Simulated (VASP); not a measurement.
# Hf2ZrC3 (P-3m1) in VASP: notebook, part 2 of 3

VASP 6.6.1.

## 3. Single point, PBE (11.97 Å³/atom)

INCAR

```
SYSTEM = Hf2ZrC3
PREC = Accurate
ENCUT = 520
EDIFF = 1E-6
ISMEAR = 0
SIGMA = 0.1
LREAL = .FALSE.
LASPH = .TRUE.
NELM = 100
ALGO = Normal
ISIF = 2
LWAVE = .FALSE.
LCHARG = .TRUE.
GGA = PE
LELF = .TRUE.
LVHAR = .TRUE.
NBANDS = 31
```

KPOINTS

```
Automatic mesh
0
G
  12 12 4
  0 0 0
```

POSCAR

```
Hf2ZrC3
1.0
    3.2347128581      0.0000000000      0.0000000000
   -1.6173564290      2.8013435090      0.0000000000
    0.0000000000      0.0000000000      7.9269384430
Zr Hf C
1 2 3
Direct
    0.0000000000      0.0000000000      0.0000000000
    0.6666666667      0.3333333333      0.6656135259
    0.3333333333      0.6666666667      0.3343864741
    0.3333333333      0.6666666667      0.8306280373
    0.6666666667      0.3333333333      0.1693719627
    0.0000000000      0.0000000000      0.5000000000
```

Potentials or basis: VASP PAW PBE potentials, release 64 (Zr_sv, Hf_pv, C).

On the command line:

```bash
> cat potpaw_PBE.64/Zr_sv/POTCAR potpaw_PBE.64/Hf_pv/POTCAR potpaw_PBE.64/C/POTCAR > POTCAR
> mpirun -np 1 vasp_std > vasp.out
```

OUTCAR:

```text
SYSTEM = Hf2ZrC3
   PREC = Accurate
   ENCUT = 520
   EDIFF = 1E-6
   ISMEAR = 0
   LREAL = .FALSE.
   LASPH = .TRUE.
   NELM = 100
   ISIF = 2
   GGA = PE

 ion  position               nearest neighbor table
   1  0.000  0.000  0.000-   4 2.30   5 2.30   4 2.30   5 2.30   5 2.30   4 2.30   2 3.24   3 3.24
                             3 3.24   2 3.24   3 3.24   2 3.24
   2  0.667  0.333  0.666-   4 2.28   4 2.28   4 2.28   6 2.28   6 2.28   6 2.28   3 3.22   3 3.22
                             3 3.22   1 3.24   1 3.24   1 3.24
   3  0.333  0.667  0.334-   5 2.28   5 2.28   5 2.28   6 2.28   6 2.28   6 2.28   2 3.22   2 3.22
                             2 3.22   1 3.24   1 3.24   1 3.24
   4  0.333  0.667  0.831-   2 2.28   2 2.28   2 2.28   1 2.30   1 2.30   1 2.30
   5  0.667  0.333  0.169-   3 2.28   3 2.28   3 2.28   1 2.30   1 2.30   1 2.30
   6  0.000  0.000  0.500-   2 2.28   3 2.28   3 2.28   2 2.28   2 2.28   3 2.28

  LATTYP: Found a hexagonal cell.
 ALAT       =     3.2347128581
 C/A-ratio  =     2.4505848867

  Lattice vectors:

 A1 = (   3.2347128581,   0.0000000000,   0.0000000000)
 A2 = (  -1.6173564290,   2.8013435090,   0.0000000000)
 A3 = (   0.0000000000,   0.0000000000,   7.9269384430)

Analysis of symmetry for initial positions (statically):
=====================================================================
 Subroutine PRICEL returns:
 Original cell was already a primitive cell.

 Routine SETGRP: Setting up the symmetry group for a
 hexagonal supercell.

 Subroutine GETGRP returns: Found 12 space group operations
 (whereof 12 operations were pure point group operations)
 out of a pool of 24 trial point group operations.

The static configuration has the point symmetry D_3d.

Analysis of symmetry for dynamics (positions and initial velocities):
=====================================================================
 Subroutine PRICEL returns:
 Original cell was already a primitive cell.

 Routine SETGRP: Setting up the symmetry group for a
 hexagonal supercell.

 Subroutine GETGRP returns: Found 12 space group operations
 (whereof 12 operations were pure point group operations)
 out of a pool of 24 trial point group operations.
[... 134 lines left out ...]
   GGA     = PE    functional components
   LHFCALC =     F    Hartree Fock is set to
   AEXX    =    0.0000 exact exchange contribution
   IVDW    =     0    specifies the selected vdW correction
   LEPSILON=     F    determine dielectric tensor
   LRPA    =     F    only Hartree local field effects (RPA)
 non-spin polarized calculation
 Gauss-broadening in eV      SIGMA  =   0.10
  energy-cutoff  :      520.00
  volume of cell :       71.83
 maximum number of plane-waves:      1968
   NGX = 13   NGY = 13   NGZ = 29

 number of electron      43.9999998 magnetization

 Free energy of the ion-electron system (eV)
  ---------------------------------------------------
  ext. energy  EPLUGINS =         0.00000000
  ---------------------------------------------------
  free energy    TOTEN  =       -61.33136809 eV

  energy without entropy =      -61.32765579  energy(sigma->0) =      -61.32951194

 E-fermi :   7.7692     XC(G=0): -12.5311

 val. band max:        7.7691247143   @ k =   0.5000   0.0000   0.0000
 cond. band min:       7.7706119508   @ k =   0.5000   0.0000   0.0000
 fundamental gap:      0.0014872365
 Fermi energy:         7.7692367061

 k-point     1 :       0.0000    0.0000    0.0000
  band No.  band energies     occupation
      1     -40.0976      2.00000
      2     -22.1587      2.00000
      3     -21.7657      2.00000
      4     -21.5940      2.00000
      5     -21.5940      2.00000
      6     -21.5518      2.00000
[... 805 lines left out ...]
     30      12.7567      0.00000
     31      13.1648      0.00000

 [... further k-points ...]

------------------------ aborting loop because EDIFF is reached ----------------------------------------

  FORCE on cell =-STRESS in cart. coord.  units (eV):
  Direction    XX          YY          ZZ          XY          YZ          ZX
  --------------------------------------------------------------------------------------
  -------------------------------------------------------------------------------------
  Total        7.1404178      7.1404178      7.1472130      0.0000000     -0.0000000      0.0000000
  in kB      159.2673014    159.2673014    159.4188673      0.0000000     -0.0000000      0.0000000
  external PRESSURE =     159.3178234 kB  Pullay stress =       0.0000000 kB

 VOLUME and BASIS-vectors are now :
 -----------------------------------------------------------------------------
  energy-cutoff  :      520.00
  volume of cell :       71.83
      direct lattice vectors                 reciprocal lattice vectors
     3.234712858  0.000000000  0.000000000     0.309146451  0.178485787  0.000000000
    -1.617356429  2.801343509  0.000000000     0.000000000  0.356971573  0.000000000
     0.000000000  0.000000000  7.926938443     0.000000000  0.000000000  0.126152109

 POSITION                                       TOTAL-FORCE (eV/Angst)
 -----------------------------------------------------------------------------------
      0.00000      0.00000      0.00000        -0.000000      0.000000      0.000000
      1.61736      0.93378      5.27628         0.000000      0.000000     -0.014931
     -0.00000      1.86756      2.65066        -0.000000     -0.000000      0.014931
     -0.00000      1.86756      6.58434         0.000000      0.000000     -0.027280
      1.61736      0.93378      1.34260         0.000000      0.000000      0.027280
      0.00000      0.00000      3.96347        -0.000000      0.000000      0.000000
 -----------------------------------------------------------------------------------
    total drift:                               -0.000000      0.000000      0.000000

  FREE ENERGIE OF THE ION-ELECTRON SYSTEM (eV)
  ---------------------------------------------------
  free  energy   TOTEN  =       -61.3313680892 eV

  energy  without entropy=      -61.3276557944  energy(sigma->0) =      -61.32951194
```

OSZICAR:

```text
N       E                     dE             d eps       ncg     rms          rms(c)
DAV:   1     0.243866570740E+03    0.24387E+03   -0.24163E+04  4278   0.142E+03
DAV:   2    -0.545767006713E+02   -0.29844E+03   -0.28647E+03  5175   0.359E+02
DAV:   3    -0.704644187129E+02   -0.15888E+02   -0.15640E+02  6653   0.640E+01
DAV:   4    -0.709631173583E+02   -0.49870E+00   -0.49812E+00  5946   0.974E+00
DAV:   5    -0.709717286929E+02   -0.86113E-02   -0.86104E-02  6056   0.130E+00    0.925E+01
DAV:   6    -0.614313642807E+02    0.95404E+01   -0.61666E+01  4784   0.277E+01    0.598E+01
DAV:   7    -0.614425780803E+02   -0.11214E-01   -0.44585E+00  5252   0.906E+00    0.235E+01
DAV:   8    -0.613409460418E+02    0.10163E+00   -0.61281E-01  5914   0.370E+00    0.523E+00
DAV:   9    -0.613334890370E+02    0.74570E-02   -0.14077E-01  5256   0.165E+00    0.333E+00
DAV:  10    -0.613314618757E+02    0.20272E-02   -0.14578E-02  5670   0.721E-01    0.225E-01
DAV:  11    -0.613314035522E+02    0.58324E-04   -0.10485E-03  5238   0.183E-01    0.165E-01
DAV:  12    -0.613313725570E+02    0.30995E-04   -0.15422E-04  5687   0.770E-02    0.278E-01
DAV:  13    -0.613313678185E+02    0.47385E-05   -0.63475E-05  5297   0.514E-02    0.962E-03
DAV:  14    -0.613313680892E+02   -0.27070E-06   -0.47995E-06  5940   0.113E-02
   1 F= -.61331368E+02 E0= -.61329512E+02  d E =-.371229E-02
```

stdout:

```text
POSCAR found type information on POSCAR ZrHfC
 POSCAR found :  3 types and       6 ions
 scaLAPACK will be used
 LDA part: xc-table for (Slater+PW92), standard interpolation
 POSCAR, INCAR and KPOINTS ok, starting setup
 FFT: planning ... GRIDC
 FFT: planning ... GRID_SOFT
 FFT: planning ... GRID
 WAVECAR not read
 entering main loop
```

It took 3.6 min on 1 thread of Intel Xeon 8259CL, shared host; peak memory 0.28 GiB.

What came out:

- Free energy: -61.3314 eV
- Pressure: 15.9 GPa
- Largest force: 0.027 eV/Å
- Band gap on the k mesh: zero (bands 22 and 23 overlap by 1.42 eV)

Forces in eV/Å, atoms in the order of the input:
```
Zr   0.000  0.000  0.000
Hf   0.000  0.000 -0.015
Hf   0.000  0.000  0.015
C    0.000  0.000 -0.027
C    0.000  0.000  0.027
C    0.000  0.000  0.000
```

Caveat: the cell stands under pressure; spin-orbit coupling is left out, which moves the levels of the heavy elements.

[end of part 2 of 3]
